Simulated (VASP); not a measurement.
# LiBe4 (C2/m) in VASP: single point with PBE

Aim: the single point of LiBe4 with PBE.

Program: VASP 6.6.1. These are calculated values, not measurements. Logs are shortened: lines on timing, memory, paths and dates and some standing lists are left out, and cuts for length are marked.

**1. The cell of the first run**

It takes space group C2/m (No. 12, monoclinic). The conventional cell has a = 3.607 Å, b = 2.544 Å, c = 9.632 Å, α = 90.00°, β = 99.92°, γ = 90.00°. Within 2.9 Å of Li (site symmetry 2/m) lie 6 Li at 2.21 to 2.54 Å and 8 Be at 2.42 to 2.74 Å. Within 2.9 Å of Be (site symmetry m) lie 10 Be at 2.20 to 2.65 Å and 4 Li at 2.42 to 2.74 Å. Within 2.9 Å of Be (site symmetry m) lie 14 Be at 2.20 to 2.66 Å.

The cell was generated, and may not be a known phase.

**2. Single point, PBE**

The input, INCAR:

```
SYSTEM = LiBe4
PREC = Accurate
ENCUT = 750
EDIFF = 1E-6
ISMEAR = 0
SIGMA = 0.2
LREAL = .False.
LASPH = .True.
NELM = 120
ALGO = Normal
ISIF = 2
LWAVE = .False.
LCHARG = .False.
GGA = PE
NBANDS = 14
GGA_COMPAT = .False.
```

The input, KPOINTS:

```
regular mesh
0
Gamma
  7 7 2
  0 0 0
```

The input, POSCAR:

```
LiBe4
1.0
    1.7873756830     -1.2720962707      0.2419418076
    1.7873756830      1.2720962707      0.2419418076
    0.3721632108      0.0000000000      9.6248889004
Li Be
1 4
Direct
    0.0000000000      0.0000000000      0.0000000000
    0.6007195695      0.6007195695      0.7835446668
    0.2282150376      0.2282150376      0.5948590685
    0.7717849624      0.7717849624      0.4051409315
    0.3992804305      0.3992804305      0.2164553332
```

Potentials or basis: VASP PAW PBE potentials, release 64 (Li_sv, Be).

Run with:

```bash
$ cat potpaw_PBE.64/Li_sv/POTCAR potpaw_PBE.64/Be/POTCAR > POTCAR
$ mpirun -np 1 vasp_std > vasp.out
```

OUTCAR:

```text
SYSTEM = LiBe4
   PREC = Accurate
   ENCUT = 750
   EDIFF = 1E-6
   ISMEAR = 0
   LREAL = .False.
   LASPH = .True.
   NELM = 120
   ISIF = 2
   GGA = PE

 ion  position               nearest neighbor table
   1  0.000  0.000  0.000-   2 2.42   2 2.42   5 2.42   5 2.42
   2  0.601  0.601  0.784-   3 2.20   3 2.20   1 2.42   1 2.42
   3  0.228  0.228  0.595-   2 2.20   2 2.20   4 2.21   4 2.21
   4  0.772  0.772  0.405-   5 2.20   5 2.20   3 2.21   3 2.21
   5  0.399  0.399  0.216-   4 2.20   4 2.20   1 2.42   1 2.42

  LATTYP: Found a base centered monoclinic cell.
 ALAT       =     3.6073523091
 B/A-ratio  =     0.7052797519
 C/A-ratio  =     2.6701249447
 COS(beta)  =    -0.1723266962

  Lattice vectors:

 A1 = (  -1.7873756830,   1.2720962707,  -0.2419418076)
 A2 = (  -1.7873756830,  -1.2720962707,  -0.2419418076)
 A3 = (   0.3721632108,   0.0000000000,   9.6248889004)

Analysis of symmetry for initial positions (statically):
=====================================================================
 Subroutine PRICEL returns:
 Original cell was already a primitive cell.

 Routine SETGRP: Setting up the symmetry group for a
 base centered monoclinic supercell.

 Subroutine GETGRP returns: Found  4 space group operations
 (whereof  4 operations were pure point group operations)
 out of a pool of  4 trial point group operations.

The static configuration has the point symmetry C_2h.

Analysis of symmetry for dynamics (positions and initial velocities):
=====================================================================
 Subroutine PRICEL returns:
 Original cell was already a primitive cell.

 Routine SETGRP: Setting up the symmetry group for a
 base centered monoclinic supercell.

 Subroutine GETGRP returns: Found  4 space group operations
 (whereof  4 operations were pure point group operations)
 out of a pool of  4 trial point group operations.

The dynamic configuration has the point symmetry C_2h.

 Subroutine INISYM returns: Found  4 space group operations
 (whereof  4 operations are pure point group operations),
 and found     1 'primitive' translations

----------------------------------------------------------------------------------------

                                     Primitive cell

  volume of cell :      43.5394

  direct lattice vectors                    reciprocal lattice vectors
     1.787375683 -1.272096271  0.241941808     0.281211593 -0.393052013 -0.010873539
     1.787375683  1.272096271  0.241941808     0.281211593  0.393052013 -0.010873539
     0.372163211  0.000000000  9.624888900    -0.014137689  0.000000000  0.104443962

  length of vectors
     2.207142178  2.207142178  9.632081385     0.483412949  0.483412949  0.105396468

  position of ions in fractional coordinates (direct lattice)
     0.000000000  0.000000000  0.000000000
     0.600719570  0.600719570  0.783544667
     0.228215038  0.228215038  0.594859068
     0.771784962  0.771784962  0.405140932
     0.399280430  0.399280430  0.216455333

  ion indices of the primitive-cell ions
   primitive index   ion index
                 1           1
                 2           2
                 3           3
                 4           4
                 5           5

----------------------------------------------------------------------------------------

 KPOINTS: regular mesh

Automatic generation of k-mesh.
 Grid dimensions read from file:
 generate k-points for:    7    7    2

 Generating k-lattice:

  Cartesian coordinates                     Fractional coordinates (reciprocal lattice)
     0.040173085 -0.056150288 -0.001553363     0.142857143  0.000000000  0.000000000
     0.040173085  0.056150288 -0.001553363     0.000000000  0.142857143  0.000000000
    -0.007068844  0.000000000  0.052221981     0.000000000  0.000000000  0.500000000

  Length of vectors
     0.069058993  0.069058993  0.052698234

  Shift w.r.t. Gamma in fractional coordinates (k-lattice)
     0.000000000  0.000000000  0.000000000

 Subroutine IBZKPT returns following result:
 ===========================================

 Found     32 irreducible k-points:

 Following reciprocal coordinates:
            Coordinates               Weight
  0.000000  0.000000  0.000000      1.000000
  0.142857  0.000000 -0.000000      4.000000
  0.285714  0.000000 -0.000000      4.000000
  0.428571  0.000000 -0.000000      4.000000
  0.142857  0.142857  0.000000      2.000000
  0.285714  0.142857 -0.000000      4.000000
[... 16 lines left out ...]
  0.428571  0.142857  0.500000      4.000000
 -0.428571  0.142857  0.500000      4.000000
 [... further k-points ...]
   k-points           NKPTS =     32   k-points in BZ     NKDIM =     32   number of bands    NBANDS=     14
   number of dos      NEDOS =    301   number of ions     NIONS =      5
   total plane-waves  NPLWV =  36000
   dimension x,y,z NGX =    20 NGY =   20 NGZ =   90
   dimension x,y,z NGXF=    40 NGYF=   40 NGZF=  180
   ions per type =               1   4
   NGX,Y,Z   is equivalent  to a cutoff of  15.06, 15.06, 15.53 a.u.
   NGXF,Y,Z  is equivalent  to a cutoff of  30.13, 30.13, 31.07 a.u.
 SYSTEM =  LiBe4
   PREC   = accura    normal or accurate (medium, high low for compatibility)
   ISTART =      0    job   : 0-new  1-cont  2-samecut
   ICHARG =      2    charge: 1-file 2-atom 10-const
   ISPIN  =      1    spin polarized calculation?
   LNONCOLLINEAR =      F non collinear calculations
   LSORBIT =      F    spin-orbit coupling
   LASPH  =      T    aspherical Exc in radial PAW
   ENCUT  =  750.0 eV  55.12 Ry    7.42 a.u.   4.93  4.93 21.51*2*pi/ulx,y,z
   NELM   =    120;   NELMIN=  2; NELMDL= -5     # of ELM steps
   EDIFF  = 0.1E-05   stopping-criterion for ELM
   LREAL  =      F    real-space projection
   EDIFFG = 0.1E-04   stopping-criterion for IOM
   NSW    =      0    number of steps for IOM
   IBRION =     -1    ionic relax: 0-MD 1-quasi-New 2-CG
   NFREE  =      0    steps in history (QN), initial steepest desc. (CG)
   ISIF   =      2    stress and relaxation
   ISYM   =      2    0-nonsym 1-usesym 2-fastsym
   POTIM  = 0.5000    time-step for ionic-motion
   TEBEG  =    0.0;   TEEND  =   0.0 temperature during run
   PSTRESS=    0.0 pullay stress
   NELECT =      11.0000    total number of electrons
   NUPDOWN=      -1.0000    fix difference up-down
   EMIN   =  10.00;   EMAX   =-10.00  energy-range for DOS
   EFERMI =   0.00;   METHOD = LEGACY
   ISMEAR =     0;   SIGMA  =   0.20  broadening in eV -4-tet -1-fermi 0-gaus
   EFERMI_NEDOS =   21; number of points for ismear=-14 and -15
   IALGO  =     38    algorithm
   IMIX   =      4    mixing-type and parameters
     AMIX     =   0.40;   BMIX     =  1.00
     AMIX_MAG =   1.60;   BMIX_MAG =  1.00
  volume/ion in A,a.u.               =       8.71        58.76
  Fermi-wavevector in a.u.,A,eV,Ry     =   1.034931  1.955737 14.572969  1.071083
  Thomas-Fermi vector in A             =   2.169250
   LORBIT       =      0    0 simple, 1 ext, 2 COOP (PROOUT), +10 PAW based schemes
   GGA     = PE    functional components
   LHFCALC =     F    Hartree Fock is set to
   AEXX    =    0.0000 exact exchange contribution
   IVDW    =     0    specifies the selected vdW correction
   LEPSILON=     F    determine dielectric tensor
   LRPA    =     F    only Hartree local field effects (RPA)
 non-spin polarized calculation
 Gauss-broadening in eV      SIGMA  =   0.20
  energy-cutoff  :      750.00
  volume of cell :       43.54
 maximum number of plane-waves:      2055
   NGX =  9   NGY =  9   NGZ = 43

 number of electron      10.9999999 magnetization

 Free energy of the ion-electron system (eV)
  ---------------------------------------------------
  ext. energy  EPLUGINS =         0.00000000
  ---------------------------------------------------
  free energy    TOTEN  =       -16.36615413 eV

  energy without entropy =      -16.35265442  energy(sigma->0) =      -16.35940427

 E-fermi :   5.6437     XC(G=0): -10.1133

 val. band max:        5.5445426517   @ k =  -0.4286   0.4286   0.5000
 cond. band min:       5.6516627879   @ k =   0.4286   0.1429   0.5000
 fundamental gap:      0.1071201362
 Fermi energy:         5.6437235618

 k-point     1 :       0.0000    0.0000    0.0000
  band No.  band energies     occupation
      1     -39.9339      2.00000
      2      -5.1354      2.00000
      3      -3.7346      2.00000
      4      -1.8693      2.00000
      5       0.9190      2.00000
      6       1.5369      2.00000
      7       9.1839      0.00000
      8      10.2685      0.00000
      9      18.0605      0.00000
     10      18.4310      0.00000
     11      18.6973      0.00000
     12      20.1072      0.00000
     13      21.6414      0.00000
     14      22.1706      0.00000

 k-point     2 :       0.1429    0.0000   -0.0000
  band No.  band energies     occupation
      1     -39.8958      2.00000
      2      -4.6074      2.00000
      3      -3.2039      2.00000
      4      -1.3433      2.00000
      5       1.4337      2.00000
      6       2.1567      2.00000
      7       9.2266      0.00000
      8      10.4941      0.00000
      9      15.9634      0.00000
     10      17.0252      0.00000
     11      18.0126      0.00000
     12      18.8316      0.00000
     13      19.5478      0.00000
     14      19.7873      0.00000
[... 343 lines left out ...]
      1     -39.7264      2.00000
      2      -0.9429      2.00000
      3       0.3777      2.00000
      4       2.1163      2.00000
      5       3.8195      2.00000
      6       5.6517      0.95523
      7       7.6213      0.00000
      8       8.2431      0.00000
      9      10.1403      0.00000
     10      11.5202      0.00000
     11      13.1089      0.00000
     12      14.5816      0.00000
     13      15.2936      0.00000
     14      16.0721      0.00000

 k-point    24 :      -0.4286    0.1429    0.5000
  band No.  band energies     occupation
      1     -39.7105      2.00000
      2       1.0903      2.00000
      3       1.8688      2.00000
      4       2.5967      2.00000
      5       2.8308      2.00000
      6       5.3820      1.93576
      7       7.2057      0.00000
      8       7.9788      0.00000
      9       9.5912      0.00000
     10      10.5130      0.00000
     11      11.0759      0.00000
     12      12.8397      0.00000
     13      15.1308      0.00000
     14      15.4330      0.00000

 [... further k-points ...]

------------------------ aborting loop because EDIFF is reached ----------------------------------------

  FORCE on cell =-STRESS in cart. coord.  units (eV):
  Direction    XX          YY          ZZ          XY          YZ          ZX
  --------------------------------------------------------------------------------------
  -------------------------------------------------------------------------------------
  Total        0.1214610      0.1527216      0.1290733      0.0000000      0.0000000     -0.0086598
  in kB        4.4695605      5.6199006      4.7496830      0.0000000      0.0000000     -0.3186678
  external PRESSURE =       4.9463814 kB  Pullay stress =       0.0000000 kB

 VOLUME and BASIS-vectors are now :
 -----------------------------------------------------------------------------
  energy-cutoff  :      750.00
  volume of cell :       43.54
      direct lattice vectors                 reciprocal lattice vectors
     1.787375683 -1.272096271  0.241941808     0.281211593 -0.393052013 -0.010873539
     1.787375683  1.272096271  0.241941808     0.281211593  0.393052013 -0.010873539
     0.372163211  0.000000000  9.624888900    -0.014137689  0.000000000  0.104443962

 POSITION                                       TOTAL-FORCE (eV/Angst)
 -----------------------------------------------------------------------------------
      0.00000      0.00000      0.00000         0.000000      0.000000      0.000000
      2.43903      0.00000      7.83221         0.029659      0.000000     -0.005670
      1.03720      0.00000      5.83588        -0.067023      0.000000      0.019654
      2.90972      0.00000      4.27289         0.067023      0.000000     -0.019654
      1.50788      0.00000      2.27656        -0.029659      0.000000      0.005670
 -----------------------------------------------------------------------------------
    total drift:                               -0.000000     -0.000000      0.000000

  FREE ENERGIE OF THE ION-ELECTRON SYSTEM (eV)
  ---------------------------------------------------
  free  energy   TOTEN  =       -16.3661541267 eV

  energy  without entropy=      -16.3526544195  energy(sigma->0) =      -16.35940427
```

Run time: 40 s. Hardware: 1 thread of Intel Xeon 8259CL, shared host; peak memory 0.19 GiB.

What came out:

```
Free energy            : -16.3662 eV
Pressure               : 0.5 GPa
Largest force          : 0.070 eV/Å
Band gap on the k mesh : zero (an odd number of electrons rules out a gap without spin polarisation)
```

Forces in eV/Å, atoms in the order of the input:
```
Li   0.000  0.000  0.000
Be   0.030  0.000 -0.006
Be  -0.067  0.000  0.020
Be   0.067  0.000 -0.020
Be  -0.030  0.000  0.006
```

Stress tensor (GPa, compression positive):
```
 0.45  0.00 -0.03
 0.00  0.56  0.00
-0.03  0.00  0.47
```

Caveat: the k points lie up to 0.43 Å⁻¹ apart, too coarse for converged energies and pressures of a metal.

The gap in the log of VASP goes by the Fermi energy; the results here count the filled bands.